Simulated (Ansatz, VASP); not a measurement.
# InAu2: VASP beside Ansatz

Contents of INCAR:

```
PREC = Accurate
ENCUT = 520
EDIFF = 1E-6
ISMEAR = 0
SIGMA = 0.1
LREAL = F
LASPH = T
NELM = 100
ALGO = Normal
ISIF = 2
LWAVE = F
LCHARG = F
GGA = PE
NBANDS = 24
```

Contents of KPOINTS:

```
Automatic mesh
0
Gamma
  4 4 4
```

The input POSCAR:

```
InAu2
1.0
    0.0000000000      3.4922895500      3.4922895500
    3.4922895500      0.0000000000      3.4922895500
    3.4922895500      3.4922895500      0.0000000000
In Au
1 2
Direct
    0.0000000000      0.0000000000      0.0000000000
    0.2500000000      0.2500000000      0.2500000000
    0.7500000000      0.7500000000      0.7500000000
```

Input for Ansatz:

```yaml
crystal:
  lattice:
    - [0.0, 3.49228955, 3.49228955]
    - [3.49228955, 0.0, 3.49228955]
    - [3.49228955, 3.49228955, 0.0]
  atoms:
    - { symbol: In, position: [0.0, 0.0, 0.0] }
    - { symbol: Au, position: [0.25, 0.25, 0.25] }
    - { symbol: Au, position: [0.75, 0.75, 0.75] }
basis:
  ecutwfc: 420
kpoints:
  mp_grid: { grid: [4, 4, 4] }
hamiltonian:
  xc: pbe
scf:
  occupations: { method: gaussian, width: 0.1 }
  lower_state_search: "off"
output:
  forces: true
  stress: true
  eigenvalues: true
```

Change from the starting cell: species swapped into the Mg2Si type (Fm-3m, No. 225).

Alike in both runs: task single point; functional PBE; k mesh 4 × 4 × 4; occupations gaussian, width 0.1 eV; no spin polarisation.

```csv
,VASP,Ansatz
version,VASP 6.6.1,Ansatz 0.2.0
potentials or method,"VASP PAW PBE potentials, release 64 (In_d, Au), cutoff 520 eV","scalar-relativistic, plane waves, PAW"
valence electrons in the cell,35,51
```

|  | VASP | Ansatz | Ansatz less VASP |
| --- | --- | --- | --- |
| gap on the k mesh at the Fermi level (eV) | none | none | - |
| pressure (GPa) | -8.6 | -8.6 | +0.02 |

A gap of «none» marks a metal or a gap that the smearing closes. VASP's potentials hold 35 valence electrons a cell and Ansatz's 51, so a difference there can come from the potentials and not from the codes.

The k mesh is coarse, so the values compare programs but aren't converged. Spin-orbit coupling is off throughout.
